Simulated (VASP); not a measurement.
The system is SnTe.

```xyz
2
Lattice="0.0000 3.1509 3.1509 3.1509 0.0000 3.1509 3.1509 3.1509 0.0000" Properties=species:S:1:pos:R:3 pbc="T T T"
Te    3.1509    3.1509    3.1509
Sn    0.0000    0.0000    0.0000
```

- Program: VASP 6.6.1
- Task: relaxation of cell and atoms
- Functional: PBEsol
- Dispersion: D3(BJ)
- Potentials or basis: VASP PAW PBE potentials, release 64 (Te, Sn_d)
- Cutoff: 600 eV
- k mesh: 7 × 7 × 7
- Occupations: fermi-dirac, width 0.05 eV
- Spin: no spin polarisation

At the start: pressure -2.4 GPa; volume 31.28 Å³/atom.

Problem. Where does the relaxation end?

Solution. Over 3 steps the energy falls by 11.8 meV/atom and the volume is 29.75 Å³/atom (-4.9 %); space group Fm-3m (No. 225, to 0.05 Å).

The path:
| step | energy change (eV) | largest force (eV/Å) | pressure (GPa) | volume (Å³) |
| --- | --- | --- | --- | --- |
| 1 | 0.0000 | 0.0000 | -2.36 | 62.56 |
| 2 | -0.0206 | 0.0000 | 0.92 | 58.48 |
| 3 | -0.0235 | 0.0000 | 0.01 | 59.49 |

Final structure:
```
Te Sn
1.0
     0.00000    3.09847    3.09847
     3.09847    0.00000    3.09847
     3.09847    3.09847    0.00000
Te Sn
1 1
Direct
  0.50000 0.50000 0.50000
  0.00000 0.00000 0.00000
```

Caveat: the PAW data sets were made with another functional, which shifts forces and pressure a little.
